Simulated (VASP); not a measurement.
# La2O3 (P-3m1) in VASP: a series of runs

The runs below take La2O3 through single point, relaxation of cell and atoms, with LDA.

Program: VASP 6.6.1. These are calculated values, not measurements. Logs are shortened: lines on timing, memory, paths and dates and some standing lists are left out, and cuts for length are marked.

## 1. The cell of the first run

Symmetry: P-3m1, No. 164, trigonal system. The conventional cell has a = 3.883 Å, b = 3.883 Å, c = 5.951 Å, α = 90.00°, β = 90.00°, γ = 120.00°. Within 3.1 Å of La (site symmetry 3m) lie 7 O at 2.33 to 2.67 Å. O (site symmetry 3m) has 4 La at 2.33 to 2.40 Å and 6 O at 2.84 to 3.07 Å within 3.1 Å. Within 3.5 Å of O (site symmetry -3m) lie 6 La at 2.67 Å and 6 O at 3.07 Å.

## 2. Single point, LDA

Contents of INCAR:

```
ALGO     = Normal         # electronic algorithm
EDIFF    = 1E-6           # SCF threshold, eV
ENCUT    = 520            # plane-wave cutoff, eV
ISIF     = 2              # what is computed and relaxed
ISMEAR   = 0              # smearing method
LASPH    = True           # aspherical terms in the spheres
LCHARG   = False          # write CHGCAR
LREAL    = False          # projectors in reciprocal space
LWAVE    = False          # write WAVECAR
NBANDS   = 28             # bands
NELM     = 60             # most SCF steps
PREC     = Accurate       # precision mode
SIGMA    = 0.02           # smearing width, eV
```

Contents of KPOINTS:

```
k-points
0
Gamma
  9 9 4
```

Contents of POSCAR:

```
La2O3
1.0
    3.8826807513      0.0000000000      0.0000000000
   -1.9413403756      3.3625001655      0.0000000000
    0.0000000000      0.0000000000      5.9510907469
La O
2 3
Direct
    0.6666666667      0.3333333333      0.7560344962
    0.3333333333      0.6666666667      0.2439655038
    0.6666666667      0.3333333333      0.3534494897
    0.3333333333      0.6666666667      0.6465505103
    0.0000000000      0.0000000000      0.0000000000
```

Potentials or basis: VASP PAW LDA potentials, release 64 (La, O).

Command:

```
$ cat potpaw_LDA.64/La/POTCAR potpaw_LDA.64/O/POTCAR > POTCAR
$ mpirun -np 1 vasp_std > vasp.out
```

OUTCAR:

```text
EDIFF = 1E-6
   ENCUT = 520
   ISIF = 2
   ISMEAR = 0
   LASPH = True
   LREAL = False
   NELM = 60
   PREC = Accurate

 ion  position               nearest neighbor table
   1  0.667  0.333  0.756-   4 2.33   4 2.33   4 2.33   3 2.40   5 2.67   5 2.67   5 2.67   2 3.67
                             2 3.67   2 3.67
   2  0.333  0.667  0.244-   3 2.33   3 2.33   3 2.33   4 2.40   5 2.67   5 2.67   5 2.67   1 3.67
                             1 3.67   1 3.67
   3  0.667  0.333  0.353-   2 2.33   2 2.33   2 2.33   1 2.40
   4  0.333  0.667  0.647-   1 2.33   1 2.33   1 2.33   2 2.40
   5  0.000  0.000  0.000-   1 2.67   2 2.67   1 2.67   2 2.67   1 2.67   2 2.67

  LATTYP: Found a hexagonal cell.
 ALAT       =     3.8826807513
 C/A-ratio  =     1.5327272903

  Lattice vectors:

 A1 = (   3.8826807513,   0.0000000000,   0.0000000000)
 A2 = (  -1.9413403756,   3.3625001655,   0.0000000000)
 A3 = (   0.0000000000,   0.0000000000,   5.9510907469)

Analysis of symmetry for initial positions (statically):
=====================================================================
 Subroutine PRICEL returns:
 Original cell was already a primitive cell.

 Routine SETGRP: Setting up the symmetry group for a
 hexagonal supercell.

 Subroutine GETGRP returns: Found 12 space group operations
 (whereof 12 operations were pure point group operations)
 out of a pool of 24 trial point group operations.

The static configuration has the point symmetry D_3d.

Analysis of symmetry for dynamics (positions and initial velocities):
=====================================================================
 Subroutine PRICEL returns:
 Original cell was already a primitive cell.

 Routine SETGRP: Setting up the symmetry group for a
 hexagonal supercell.

 Subroutine GETGRP returns: Found 12 space group operations
 (whereof 12 operations were pure point group operations)
 out of a pool of 24 trial point group operations.

The dynamic configuration has the point symmetry D_3d.

 Subroutine INISYM returns: Found 12 space group operations
 (whereof 12 operations are pure point group operations),
 and found     1 'primitive' translations

----------------------------------------------------------------------------------------

                                     Primitive cell

  volume of cell :      77.6946

  direct lattice vectors                    reciprocal lattice vectors
     3.882680751  0.000000000  0.000000000     0.257554011  0.148698877  0.000000000
    -1.941340376  3.362500166  0.000000000     0.000000000  0.297397755  0.000000000
     0.000000000  0.000000000  5.951090747     0.000000000  0.000000000  0.168036423

  length of vectors
     3.882680751  3.882680751  5.951090747     0.297397755  0.297397755  0.168036423

  position of ions in fractional coordinates (direct lattice)
     0.666666667  0.333333333  0.756034496
     0.333333333  0.666666667  0.243965504
     0.666666667  0.333333333  0.353449490
     0.333333333  0.666666667  0.646550510
     0.000000000  0.000000000  0.000000000

  ion indices of the primitive-cell ions
   primitive index   ion index
                 1           1
                 2           2
                 3           3
                 4           4
                 5           5

----------------------------------------------------------------------------------------

 KPOINTS: k-points

Automatic generation of k-mesh.
 Grid dimensions read from file:
 generate k-points for:    9    9    4

 Generating k-lattice:

  Cartesian coordinates                     Fractional coordinates (reciprocal lattice)
     0.028617112  0.016522097  0.000000000     0.111111111  0.000000000  0.000000000
     0.000000000  0.033044195  0.000000000     0.000000000  0.111111111  0.000000000
     0.000000000  0.000000000  0.042009106     0.000000000  0.000000000  0.250000000

  Length of vectors
     0.033044195  0.033044195  0.042009106

  Shift w.r.t. Gamma in fractional coordinates (k-lattice)
     0.000000000  0.000000000  0.000000000

 Subroutine IBZKPT returns following result:
 ===========================================

 Found     43 irreducible k-points:

 Following reciprocal coordinates:
            Coordinates               Weight
  0.000000  0.000000  0.000000      1.000000
  0.111111  0.000000  0.000000      6.000000
  0.222222  0.000000  0.000000      6.000000
  0.333333  0.000000  0.000000      6.000000
  0.444444  0.000000  0.000000      6.000000
  0.111111  0.111111  0.000000      6.000000
[... 16 lines left out ...]
  0.222222  0.111111  0.250000     12.000000
 -0.111111  0.333333  0.250000     12.000000
 [... further k-points ...]
   k-points           NKPTS =     43   k-points in BZ     NKDIM =     43   number of bands    NBANDS=     28
   number of dos      NEDOS =    301   number of ions     NIONS =      5
   total plane-waves  NPLWV =  43200
   dimension x,y,z NGX =    30 NGY =   30 NGZ =   48
   dimension x,y,z NGXF=    60 NGYF=   60 NGZF=   96
   ions per type =               2   3
   NGX,Y,Z   is equivalent  to a cutoff of  12.85, 12.85, 13.41 a.u.
   NGXF,Y,Z  is equivalent  to a cutoff of  25.69, 25.69, 26.82 a.u.
 SYSTEM =  unknown system
   PREC   = accura    normal or accurate (medium, high low for compatibility)
   ISTART =      0    job   : 0-new  1-cont  2-samecut
   ICHARG =      2    charge: 1-file 2-atom 10-const
   ISPIN  =      1    spin polarized calculation?
   LNONCOLLINEAR =      F non collinear calculations
   LSORBIT =      F    spin-orbit coupling
   LASPH  =      T    aspherical Exc in radial PAW
   ENCUT  =  520.0 eV  38.22 Ry    6.18 a.u.   7.22  7.22 11.07*2*pi/ulx,y,z
   NELM   =     60;   NELMIN=  2; NELMDL= -5     # of ELM steps
   EDIFF  = 0.1E-05   stopping-criterion for ELM
   LREAL  =      F    real-space projection
   EDIFFG = 0.1E-04   stopping-criterion for IOM
   NSW    =      0    number of steps for IOM
   IBRION =     -1    ionic relax: 0-MD 1-quasi-New 2-CG
   NFREE  =      0    steps in history (QN), initial steepest desc. (CG)
   ISIF   =      2    stress and relaxation
   ISYM   =      2    0-nonsym 1-usesym 2-fastsym
   POTIM  = 0.5000    time-step for ionic-motion
   TEBEG  =    0.0;   TEEND  =   0.0 temperature during run
   PSTRESS=    0.0 pullay stress
   NELECT =      40.0000    total number of electrons
   NUPDOWN=      -1.0000    fix difference up-down
   EMIN   =  10.00;   EMAX   =-10.00  energy-range for DOS
   EFERMI =   0.00;   METHOD = LEGACY
   ISMEAR =     0;   SIGMA  =   0.02  broadening in eV -4-tet -1-fermi 0-gaus
   EFERMI_NEDOS =   21; number of points for ismear=-14 and -15
   IALGO  =     38    algorithm
   IMIX   =      4    mixing-type and parameters
     AMIX     =   0.40;   BMIX     =  1.00
     AMIX_MAG =   1.60;   BMIX_MAG =  1.00
  volume/ion in A,a.u.               =      15.54       104.86
  Fermi-wavevector in a.u.,A,eV,Ry     =   1.312093  2.479496 23.423629  1.721588
  Thomas-Fermi vector in A             =   2.442509
   LORBIT       =      0    0 simple, 1 ext, 2 COOP (PROOUT), +10 PAW based schemes
   GGA     = CA    functional components
   LHFCALC =     F    Hartree Fock is set to
   AEXX    =    0.0000 exact exchange contribution
   IVDW    =     0    specifies the selected vdW correction
   LEPSILON=     F    determine dielectric tensor
   LRPA    =     F    only Hartree local field effects (RPA)
 non-spin polarized calculation
 Gauss-broadening in eV      SIGMA  =   0.02
  energy-cutoff  :      520.00
  volume of cell :       77.69
 maximum number of plane-waves:      2134
 NGX is ok and might be reduce to    30
   NGX = 15   NGY = 15   NGZ = 23

 number of electron      39.9999991 magnetization

 Free energy of the ion-electron system (eV)
  ---------------------------------------------------
  ext. energy  EPLUGINS =         0.00000000
  ---------------------------------------------------
  free energy    TOTEN  =       -45.89761125 eV

  energy without entropy =      -45.89761125  energy(sigma->0) =      -45.89761125

 E-fermi :   6.3597     XC(G=0): -11.1864

 val. band max:        6.1856600737   @ k =   0.4444   0.0000   0.5000
 cond. band min:       9.9364751020   @ k =   0.3333   0.3333   0.0000
 fundamental gap:      3.7508150283
 Fermi energy:         6.3596643435

 k-point     1 :       0.0000    0.0000    0.0000
  band No.  band energies     occupation
      1     -23.3110      2.00000
      2     -22.9796      2.00000
      3     -10.7200      2.00000
      4      -9.2744      2.00000
      5      -8.8514      2.00000
      6      -6.8078      2.00000
[... 20 lines left out ...]
     27      11.6708      0.00000
     28      11.9500      0.00000

 k-point     2 :       0.1111    0.0000    0.0000
  band No.  band energies     occupation
      1     -23.2841      2.00000
      2     -22.9694      2.00000
      3     -10.7029      2.00000
      4      -9.5406      2.00000
      5      -9.0700      2.00000
      6      -6.8710      2.00000
[... 20 lines left out ...]
     27      11.7775      0.00000
     28      11.9428      0.00000

 k-point     3 :       0.2222    0.0000    0.0000
  band No.  band energies     occupation
      1     -23.2122      2.00000
      2     -22.9461      2.00000
      3     -10.7221      2.00000
      4     -10.0963      2.00000
      5      -9.3571      2.00000
      6      -7.0143      2.00000
[... 20 lines left out ...]
     27      11.8112      0.00000
     28      11.8669      0.00000

 k-point     4 :       0.3333    0.0000    0.0000
  band No.  band energies     occupation
      1     -23.1204      2.00000
      2     -22.9272      2.00000
      3     -10.8683      2.00000
      4     -10.6238      2.00000
      5      -9.3301      2.00000
      6      -7.1594      2.00000
[... 20 lines left out ...]
     27      11.7467      0.00000
     28      11.7593      0.00000

 k-point     5 :       0.4444    0.0000    0.0000
  band No.  band energies     occupation
      1     -23.0475      2.00000
      2     -22.9265      2.00000
      3     -11.0014      2.00000
      4     -10.9405      2.00000
      5      -9.1302      2.00000
      6      -7.4967      2.00000
[... 20 lines left out ...]
     27      11.6851      0.00000
     28      11.7217      0.00000

 k-point     6 :       0.1111    0.1111    0.0000
  band No.  band energies     occupation
      1     -23.2346      2.00000
      2     -22.9527      2.00000
      3     -10.7046      2.00000
      4      -9.9227      2.00000
      5      -9.3300      2.00000
      6      -6.9858      2.00000
[... 463 lines left out ...]
      5      -8.9234      2.00000
      6      -7.3595      2.00000
[... 20 lines left out ...]
     27      11.6822      0.00000
     28      11.7098      0.00000

 k-point    22 :       0.1111    0.1111    0.2500
  band No.  band energies     occupation
      1     -23.1949      2.00000
      2     -22.9952      2.00000
      3     -10.6992      2.00000
      4      -9.9853      2.00000
      5      -9.2148      2.00000
      6      -6.9525      2.00000
[... 20 lines left out ...]
     27      11.7014      0.00000
     28      11.8840      0.00000

 k-point    23 :       0.2222    0.1111    0.2500
  band No.  band energies     occupation
      1     -23.1205      2.00000
      2     -22.9649      2.00000
      3     -10.8673      2.00000
      4     -10.4396      2.00000
      5      -9.3471      2.00000
      6      -7.1409      2.00000
[... 20 lines left out ...]
     27      11.7058      0.00000
     28      11.8230      0.00000

 k-point    24 :      -0.1111    0.3333    0.2500
  band No.  band energies     occupation
      1     -23.1211      2.00000
      2     -22.9642      2.00000
      3     -10.8722      2.00000
      4     -10.5107      2.00000
      5      -9.1540      2.00000
      6      -7.2069      2.00000
[... 20 lines left out ...]
     27      11.7164      0.00000
     28      11.8324      0.00000

 [... further k-points ...]

------------------------ aborting loop because EDIFF is reached ----------------------------------------

  FORCE on cell =-STRESS in cart. coord.  units (eV):
  Direction    XX          YY          ZZ          XY          YZ          ZX
  --------------------------------------------------------------------------------------
  -------------------------------------------------------------------------------------
  Total       -0.0099014     -0.0099014     -0.0240343     -0.0000000      0.0000000      0.0000000
  in kB       -0.2041811     -0.2041811     -0.4956239     -0.0000000      0.0000000      0.0000000
  external PRESSURE =      -0.3013287 kB  Pullay stress =       0.0000000 kB

 VOLUME and BASIS-vectors are now :
 -----------------------------------------------------------------------------
  energy-cutoff  :      520.00
  volume of cell :       77.69
      direct lattice vectors                 reciprocal lattice vectors
     3.882680751  0.000000000  0.000000000     0.257554011  0.148698877  0.000000000
    -1.941340376  3.362500166  0.000000000     0.000000000  0.297397755  0.000000000
     0.000000000  0.000000000  5.951090747     0.000000000  0.000000000  0.168036423

 POSITION                                       TOTAL-FORCE (eV/Angst)
 -----------------------------------------------------------------------------------
      1.94134      1.12083      4.49923        -0.000000      0.000000      0.008470
     -0.00000      2.24167      1.45186         0.000000      0.000000     -0.008470
      1.94134      1.12083      2.10341        -0.000000      0.000000     -0.001753
     -0.00000      2.24167      3.84768         0.000000      0.000000      0.001753
      0.00000      0.00000      0.00000        -0.000000      0.000000     -0.000000
 -----------------------------------------------------------------------------------
    total drift:                               -0.000000      0.000000      0.000000

  FREE ENERGIE OF THE ION-ELECTRON SYSTEM (eV)
  ---------------------------------------------------
  free  energy   TOTEN  =       -45.8976112479 eV

  energy  without entropy=      -45.8976112479  energy(sigma->0) =      -45.89761125
```

Wall time 2.1 min (1 thread of Intel Xeon Platinum 8488C (Sapphire Rapids), shared host); peak memory 0.23 GiB.

Results:

| Item | Value |
| --- | --- |
| Free energy | -45.8976 eV |
| Pressure | 0.0 GPa |
| Largest force | 0.008 eV/Å |
| Band gap on the k mesh | 3.75 eV (least direct gap 3.80 eV) |

Forces on the atoms (eV/Å):
```
La   0.000  0.000  0.008
La   0.000  0.000 -0.008
O    0.000  0.000 -0.002
O    0.000  0.000  0.002
O    0.000  0.000  0.000
```

Caveat: spin-orbit coupling is left out, which moves the levels of the heavy elements.

(Continued in part 2 of 2.)
